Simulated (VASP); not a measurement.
# Ba (Pm-3m) in VASP: further runs

Ba is run at these levels: LDA; tasks: single point.

Program: VASP 6.6.1. These are calculated values, not measurements. Logs are shortened: lines on timing, memory, paths and dates and some standing lists are left out, and cuts for length are marked.

## 1. The cell of the first run

It takes space group Pm-3m (No. 221, cubic). Conventional cell: a = 3.701 Å, b = 3.701 Å, c = 3.701 Å, α = 90.00°, β = 90.00°, γ = 90.00°. Within 4.9 Å of Ba (site symmetry m-3m) lie 6 Ba at 3.70 Å.

This isn't the form of Ba at room conditions, which is bcc.

## 2. Single point, LDA

Contents of INCAR:

```
SYSTEM = Ba
PREC = Accurate
ENCUT = 520
EDIFF = 1E-7
ISMEAR = -1
SIGMA = 0.1
LREAL = .FALSE.
LASPH = .TRUE.
NELM = 60
ALGO = Normal
ISIF = 2
LWAVE = .FALSE.
LCHARG = .FALSE.
NBANDS = 11
```

Contents of KPOINTS:

```
regular mesh
0
G
  8 8 8
  0 0 0
```

Contents of POSCAR:

```
Ba
1.0
    3.7014042949      0.0000000000      0.0000000000
    0.0000000000      3.7014042949      0.0000000000
    0.0000000000      0.0000000000      3.7014042949
Ba
1
Direct
    0.0000000000      0.0000000000      0.0000000000
```

Potentials or basis: VASP PAW LDA potentials, release 64 (Ba_sv).

The run is started by

```
$ cat potpaw_LDA.64/Ba_sv/POTCAR > POTCAR
$ mpirun -np 1 vasp_std > vasp.out
```

OUTCAR:

```text
SYSTEM = Ba
   PREC = Accurate
   ENCUT = 520
   EDIFF = 1E-7
   ISMEAR = -1
   LREAL = .FALSE.
   LASPH = .TRUE.
   NELM = 60
   ISIF = 2

 ion  position               nearest neighbor table
   1  0.000  0.000  0.000-

  LATTYP: Found a simple cubic cell.
 ALAT       =     3.7014042949

  Lattice vectors:

 A1 = (   3.7014042949,   0.0000000000,   0.0000000000)
 A2 = (   0.0000000000,   3.7014042949,   0.0000000000)
 A3 = (   0.0000000000,   0.0000000000,   3.7014042949)

Analysis of symmetry for initial positions (statically):
=====================================================================
 Subroutine PRICEL returns:
 Original cell was already a primitive cell.

 Routine SETGRP: Setting up the symmetry group for a
 simple cubic supercell.

 Subroutine GETGRP returns: Found 48 space group operations
 (whereof 48 operations were pure point group operations)
 out of a pool of 48 trial point group operations.

The static configuration has the point symmetry O_h .

Analysis of symmetry for dynamics (positions and initial velocities):
=====================================================================
 Subroutine PRICEL returns:
 Original cell was already a primitive cell.

 Routine SETGRP: Setting up the symmetry group for a
 simple cubic supercell.

 Subroutine GETGRP returns: Found 48 space group operations
 (whereof 48 operations were pure point group operations)
 out of a pool of 48 trial point group operations.

The dynamic configuration has the point symmetry O_h .

 Subroutine INISYM returns: Found 48 space group operations
 (whereof 48 operations are pure point group operations),
 and found     1 'primitive' translations

----------------------------------------------------------------------------------------

                                     Primitive cell

  volume of cell :      50.7107

  direct lattice vectors                    reciprocal lattice vectors
     3.701404295  0.000000000  0.000000000     0.270167731  0.000000000  0.000000000
     0.000000000  3.701404295  0.000000000     0.000000000  0.270167731  0.000000000
     0.000000000  0.000000000  3.701404295     0.000000000  0.000000000  0.270167731

  length of vectors
     3.701404295  3.701404295  3.701404295     0.270167731  0.270167731  0.270167731

  position of ions in fractional coordinates (direct lattice)
     0.000000000  0.000000000  0.000000000

  ion indices of the primitive-cell ions
   primitive index   ion index
                 1           1

[... 77 lines left out ...]
   ISIF   =      2    stress and relaxation
   ISYM   =      2    0-nonsym 1-usesym 2-fastsym
   POTIM  = 0.5000    time-step for ionic-motion
   TEBEG  =    0.0;   TEEND  =   0.0 temperature during run
   PSTRESS=    0.0 pullay stress
   NELECT =      10.0000    total number of electrons
   NUPDOWN=      -1.0000    fix difference up-down
   EMIN   =  10.00;   EMAX   =-10.00  energy-range for DOS
   EFERMI =   0.00;   METHOD = LEGACY
   ISMEAR =    -1;   SIGMA  =   0.10  broadening in eV -4-tet -1-fermi 0-gaus
   EFERMI_NEDOS =   21; number of points for ismear=-14 and -15
   IALGO  =     38    algorithm
   IMIX   =      4    mixing-type and parameters
     AMIX     =   0.40;   BMIX     =  1.00
     AMIX_MAG =   1.60;   BMIX_MAG =  1.00
  volume/ion in A,a.u.               =      50.71       342.21
  Fermi-wavevector in a.u.,A,eV,Ry     =   0.952888  1.800696 12.354017  0.907995
  Thomas-Fermi vector in A             =   2.081492
   LORBIT       =      0    0 simple, 1 ext, 2 COOP (PROOUT), +10 PAW based schemes
   GGA     = CA    functional components
   LHFCALC =     F    Hartree Fock is set to
   AEXX    =    0.0000 exact exchange contribution
   IVDW    =     0    specifies the selected vdW correction
   LEPSILON=     F    determine dielectric tensor
   LRPA    =     F    only Hartree local field effects (RPA)
 non-spin polarized calculation
  energy-cutoff  :      520.00
  volume of cell :       50.71
 maximum number of plane-waves:      1406
 NGX is ok and might be reduce to    28
   NGX = 13   NGY = 13   NGZ = 13

 number of electron      10.0000000 magnetization

 number of electron       9.9999999 magnetization

 Free energy of the ion-electron system (eV)
  ---------------------------------------------------
  ext. energy  EPLUGINS =         0.00000000
  ---------------------------------------------------
  free energy    TOTEN  =        -1.97690912 eV

  energy without entropy =       -1.93830865  energy(sigma->0) =       -1.95760888

 E-fermi :   2.1046     XC(G=0):  -8.3364

 val. band max:        2.0252637635   @ k =   0.1250   0.0000   0.0000
 cond. band min:       2.1719410270   @ k =   0.5000   0.3750   0.3750
 fundamental gap:      0.1466772635
 Fermi energy:         2.1046103043

 k-point     1 :       0.0000    0.0000    0.0000
  band No.  band energies     occupation
      1     -26.7561      2.00000
      2     -11.3597      2.00000
      3     -11.3597      2.00000
      4     -11.3597      2.00000
      5      -0.4600      2.00000
      6       1.9394      1.67845
      7       1.9394      1.67845
      8       8.0262      0.00000
      9       8.0262      0.00000
     10       8.0262      0.00000
     11      10.9143      0.00000
[... 309 lines left out ...]
 k-point    24 :       0.5000    0.3750    0.1250
  band No.  band energies     occupation
      1     -26.5106      2.00000
      2     -12.4035      2.00000
      3     -12.2231      2.00000
      4     -11.3222      2.00000
      5       1.1502      1.99986
      6       3.3280      0.00001
      7       4.2594      0.00000
      8       4.6695      0.00000
      9       6.8803      0.00000
     10       7.7428      0.00000
     11      10.1605      0.00000

 [... further k-points ...]

------------------------ aborting loop because EDIFF is reached ----------------------------------------

  FORCE on cell =-STRESS in cart. coord.  units (eV):
  Direction    XX          YY          ZZ          XY          YZ          ZX
  --------------------------------------------------------------------------------------
  -------------------------------------------------------------------------------------
  Total        0.0812362      0.0812362      0.0812362     -0.0000000      0.0000000     -0.0000000
  in kB        2.5666155      2.5666155      2.5666155     -0.0000000      0.0000000     -0.0000000
  external PRESSURE =       2.5666155 kB  Pullay stress =       0.0000000 kB

 VOLUME and BASIS-vectors are now :
 -----------------------------------------------------------------------------
  energy-cutoff  :      520.00
  volume of cell :       50.71
      direct lattice vectors                 reciprocal lattice vectors
     3.701404295  0.000000000  0.000000000     0.270167731  0.000000000  0.000000000
     0.000000000  3.701404295  0.000000000     0.000000000  0.270167731  0.000000000
     0.000000000  0.000000000  3.701404295     0.000000000  0.000000000  0.270167731

 POSITION                                       TOTAL-FORCE (eV/Angst)
 -----------------------------------------------------------------------------------
      0.00000      0.00000      0.00000         0.000000      0.000000      0.000000
 -----------------------------------------------------------------------------------
    total drift:                                0.000000      0.000000     -0.000000

  FREE ENERGIE OF THE ION-ELECTRON SYSTEM (eV)
  ---------------------------------------------------
  free  energy   TOTEN  =        -1.9769091216 eV

  energy  without entropy=       -1.9383086455  energy(sigma->0) =       -1.95760888
```

OSZICAR:

```text
N       E                     dE             d eps       ncg     rms          rms(c)
DAV:   1     0.529928798115E+02    0.52993E+02   -0.44816E+03   770   0.771E+02
DAV:   2     0.448364452892E+00   -0.52545E+02   -0.51031E+02   924   0.144E+02
DAV:   3    -0.193513023483E+01   -0.23835E+01   -0.23620E+01   997   0.301E+01
DAV:   4    -0.200163240283E+01   -0.66502E-01   -0.66400E-01   986   0.457E+00
DAV:   5    -0.200363184012E+01   -0.19994E-02   -0.19993E-02  1053   0.688E-01    0.260E+00
DAV:   6    -0.198601969107E+01    0.17612E-01   -0.16030E-02  1082   0.921E-01    0.147E+00
DAV:   7    -0.197697253473E+01    0.90472E-02   -0.20927E-02  1146   0.105E+00    0.821E-02
DAV:   8    -0.197691122679E+01    0.61308E-04   -0.30518E-04  1014   0.127E-01    0.145E-02
DAV:   9    -0.197691109519E+01    0.13160E-06   -0.50954E-06   982   0.130E-02    0.693E-03
DAV:  10    -0.197690910565E+01    0.19895E-05   -0.29628E-06   929   0.968E-03    0.929E-04
DAV:  11    -0.197690912156E+01   -0.15911E-07   -0.27762E-08   627   0.108E-03
   1 F= -.19769091E+01 E0= -.19576089E+01  d E =-.386005E-01
```

Wall time 16 s (1 thread of Intel Xeon 8259CL, shared host); peak memory 0.15 GiB.

Results:

| Quantity | Value |
| --- | --- |
| Free energy | -1.9769 eV |
| Pressure | 0.3 GPa |
| Band gap on the k mesh | zero (bands 5 and 6 overlap by 0.41 eV) |

Caveat: spin-orbit coupling is left out, which moves the levels of the heavy elements.

## 3. Single point, LDA (44.63 Å³/atom)

This run uses another cell than the first one, of 44.63 Å³/atom.

Contents of INCAR:

```
  ALGO = Normal
  EDIFF = 1E-6
  ENCUT = 520
  ISIF = 2
  ISMEAR = -1
  LASPH = True
  LCHARG = True
  LELF = True
  LREAL = False
  LVHAR = True
  LWAVE = False
  NBANDS = 11
  NELM = 80
  PREC = Accurate
  SIGMA = 0.1
```

Contents of KPOINTS:

```
k-points
0
Gamma
  10 10 10
```

Contents of POSCAR:

```
Ba
1.0
    3.5469964075      0.0000000000      0.0000000000
    0.0000000000      3.5469964075      0.0000000000
    0.0000000000      0.0000000000      3.5469964075
Ba
1
Direct
    0.0000000000      0.0000000000      0.0000000000
```

Potentials or basis: VASP PAW LDA potentials, release 64 (Ba_sv).

The run is started by

```
$ cat potpaw_LDA.64/Ba_sv/POTCAR > POTCAR
$ mpirun -np 1 vasp_std > vasp.out
```

Run time: 24 s. Hardware: 1 thread of Intel Xeon 8259CL, shared host; peak memory 0.16 GiB.

It converged, with:

| Item | Value |
| --- | --- |
| Free energy | -1.9347 eV |
| Pressure | 2.0 GPa |
| Band gap on the k mesh | zero (bands 5 and 6 overlap by 0.62 eV) |

Levels at points of the mesh, in eV from the Fermi level:
| k point | band 2 | band 3 | band 4 | band 5 | band 6 | band 7 | band 8 | band 9 |
| --- | --- | --- | --- | --- | --- | --- | --- | --- |
| (0.00, 0.00, 0.00) | -13.19 | -13.19 | -13.19 | -2.53 | -0.32 | -0.32 | 6.68 | 6.68 |
| (0.50, 0.00, 0.00) | -14.89 | -13.02 | -13.02 | -0.37 | 0.47 | 1.79 | 3.25 | 3.25 |
| (0.50, 0.50, 0.00) | -14.61 | -14.61 | -12.86 | -1.69 | 1.03 | 4.00 | 4.00 | 5.06 |
| (0.50, 0.50, 0.50) | -14.36 | -14.36 | -14.36 | -0.44 | -0.44 | -0.44 | 4.28 | 9.25 |

Caveat: spin-orbit coupling is left out, which moves the levels of the heavy elements.

## 4. Single point, LDA (46.65 Å³/atom)

This run uses another cell than the first one, of 46.65 Å³/atom.

Contents of INCAR:

```
SYSTEM = Ba
PREC     = Accurate       ! precision mode
ENCUT    = 520            ! plane-wave cutoff, eV
EDIFF    = 1E-6           ! SCF threshold, eV
ISMEAR   = -1             ! smearing method
SIGMA    = 0.1            ! smearing width, eV
LREAL    = .False.        ! projectors in reciprocal space
LASPH    = .True.         ! aspherical terms in the spheres
NELM     = 60             ! most SCF steps
ALGO     = Normal         ! electronic algorithm
ISIF     = 2              ! what is computed and relaxed
LWAVE    = .False.        ! write WAVECAR
LCHARG   = .False.        ! write CHGCAR
GGA      = CA             ! functional
NBANDS   = 11             ! bands
```

Contents of KPOINTS:

```
Automatic mesh
0
Gamma
  10 10 10
  0 0 0
```

Contents of POSCAR:

```
Ba
1.0
    3.5999444585      0.0000000000      0.0000000000
    0.0000000000      3.5999444585      0.0000000000
    0.0000000000      0.0000000000      3.5999444585
Ba
1
Direct
    0.0000000000      0.0000000000      0.0000000000
```

The run is started by

```
$ cat potpaw_LDA.64/Ba_sv/POTCAR > POTCAR
$ mpirun -np 1 vasp_std > vasp.out
```

It took 18 s on 1 thread of Intel Xeon 8259CL, shared host; peak memory 0.16 GiB.

The run converged. Its results:

```yaml
Free_energy: -1.9558 eV
Pressure: 1.3 GPa
Band_gap_on_the_k_mesh: zero (bands 5 and 6 overlap by 0.45 eV)
```

Levels at points of the mesh, in eV from the Fermi level:
| k point | band 2 | band 3 | band 4 | band 5 | band 6 | band 7 | band 8 | band 9 |
| --- | --- | --- | --- | --- | --- | --- | --- | --- |
| (0.00, 0.00, 0.00) | -13.29 | -13.29 | -13.29 | -2.55 | -0.27 | -0.27 | 6.40 | 6.40 |
| (0.50, 0.00, 0.00) | -14.81 | -13.14 | -13.14 | -0.44 | 0.49 | 1.64 | 3.17 | 3.17 |
| (0.50, 0.50, 0.00) | -14.57 | -14.57 | -12.99 | -1.57 | 0.96 | 3.87 | 3.87 | 4.81 |
| (0.50, 0.50, 0.50) | -14.35 | -14.35 | -14.35 | -0.36 | -0.36 | -0.36 | 4.27 | 8.83 |

Caveat: spin-orbit coupling is left out, which moves the levels of the heavy elements.

## 5. Single point, LDA (48.68 Å³/atom)

This run uses another cell than the first one, of 48.68 Å³/atom.

Contents of INCAR:

```
SYSTEM = Ba
ALGO = Normal
EDIFF = 1E-6
ENCUT = 520
ISIF = 2
ISMEAR = -1
LASPH = .True.
LCHARG = .False.
LREAL = .False.
LWAVE = .False.
NBANDS = 11
NELM = 100
PREC = Accurate
SIGMA = 0.1
```

Contents of KPOINTS:

```
k-points
0
Gamma
  10 10 10
  0 0 0
```

Contents of POSCAR:

```
Ba
1.0
    3.6513791856      0.0000000000      0.0000000000
    0.0000000000      3.6513791856      0.0000000000
    0.0000000000      0.0000000000      3.6513791856
Ba
1
Direct
    0.0000000000      0.0000000000      0.0000000000
```

The run is started by

```
$ cat potpaw_LDA.64/Ba_sv/POTCAR > POTCAR
$ mpirun -np 1 vasp_std > vasp.out
```

Wall time 30 s (1 thread of Intel Xeon 8259CL, shared host); peak memory 0.16 GiB.

The run converged. Its results:

- Free energy: -1.9692 eV
- Pressure: 0.7 GPa
- Band gap on the k mesh: zero (bands 5 and 6 overlap by 0.39 eV)

Levels at points of the mesh, in eV from the Fermi level:
```tsv
k point	band 3	band 4	band 5	band 6	band 7	band 8
(0.00, 0.00, 0.00)	-13.39	-13.39	-2.57	-0.22	-0.22	6.15
(0.50, 0.00, 0.00)	-13.25	-13.25	-0.50	0.50	1.51	3.08
(0.50, 0.50, 0.00)	-14.54	-13.12	-1.46	0.90	3.74	3.74
(0.50, 0.50, 0.50)	-14.34	-14.34	-0.30	-0.30	-0.30	4.24
```

Caveat: spin-orbit coupling is left out, which moves the levels of the heavy elements.

## 6. Summary

```tsv
cell	k mesh	gap on the mesh (eV)	pressure (GPa)
a = 3.701 Å, 1 atom	8 × 8 × 8	none	0.3
a = 3.547 Å, 1 atom	10 × 10 × 10	none	2.0
a = 3.600 Å, 1 atom	10 × 10 × 10	none	1.3
a = 3.651 Å, 1 atom	10 × 10 × 10	none	0.7
```

Alike in all rows: task single point; level LDA; potentials or basis VASP PAW LDA potentials, release 64 (Ba_sv); no spin polarisation; cutoff (eV) 520; smearing fermi-dirac 0.1 eV.

Caveats: spin-orbit coupling is left out, which moves the levels of the heavy elements.

Total energies depend on the potentials used, so only differences within one code and one set of settings carry meaning.
